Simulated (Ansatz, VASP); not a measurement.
RbBr in VASP and in Ansatz

The input INCAR:

```
SYSTEM = RbBr
PREC = Accurate
ENCUT = 520
EDIFF = 1E-6
ISMEAR = 0
SIGMA = 0.05
LREAL = .False.
LASPH = .True.
NELM = 60
ALGO = Normal
ISIF = 2
LWAVE = .False.
LCHARG = .True.
GGA = PE
LELF = .True.
LVHAR = .True.
NBANDS = 15
```

Contents of KPOINTS:

```
regular mesh
0
Gamma
  6 6 6
  0 0 0
```

Contents of POSCAR:

```
RbBr
1.0
    0.0000000000      3.4275000000      3.4275000000
    3.4275000000      0.0000000000      3.4275000000
    3.4275000000      3.4275000000      0.0000000000
Rb Br
1 1
Direct
    0.0000000000      0.0000000000      0.0000000000
    0.4562363239      0.4562363239      0.5437636761
```

Input for Ansatz:

```yaml
crystal:
  lattice:
    - [0.0, 3.4275, 3.4275]
    - [3.4275, 0.0, 3.4275]
    - [3.4275, 3.4275, 0.0]
  atoms:
    - { symbol: Rb, position: [0.0, 0.0, 0.0] }
    - { symbol: Br, position: [0.4562363239, 0.4562363239, 0.5437636761] }
basis:
  ecutwfc: 420
kpoints:
  mp_grid: { grid: [6, 6, 6] }
hamiltonian:
  xc: pbe
scf:
  occupations: { method: gaussian, width: 0.05 }
output:
  forces: true
  stress: true
  eigenvalues: true
```

Alike in both runs: task single point; functional PBE; k mesh 6 × 6 × 6; occupations gaussian, width 0.05 eV; no spin polarisation.

|  | VASP | Ansatz |
| --- | --- | --- |
| version | VASP 6.6.1 | Ansatz 0.2.0 |
| potentials or method | VASP PAW PBE potentials, release 64 (Rb_sv, Br), cutoff 520 eV | scalar-relativistic, plane waves, PAW |
| valence electrons in the cell | 16 | 16 |

|  | VASP | Ansatz | Ansatz less VASP |
| --- | --- | --- | --- |
| gap on the k mesh at the Fermi level (eV) | 4.38 | 4.38 | +0.003 |
| least direct gap on the mesh (eV) | 4.38 | 4.38 | +0.003 |
| pressure (GPa) | 1.5 | 1.5 | -0.03 |
| traceless stress, the component that is largest in VASP (GPa) | 1.20 | 1.18 | -0.015 |
| rms of the force components (eV/Å) | 0.275 | 0.272 | -0.0030 |

Atom by atom the forces differ by 0.003 eV/Å (rms over components). With one functional, cell and mesh, what is left measures potentials, basis and numerics.
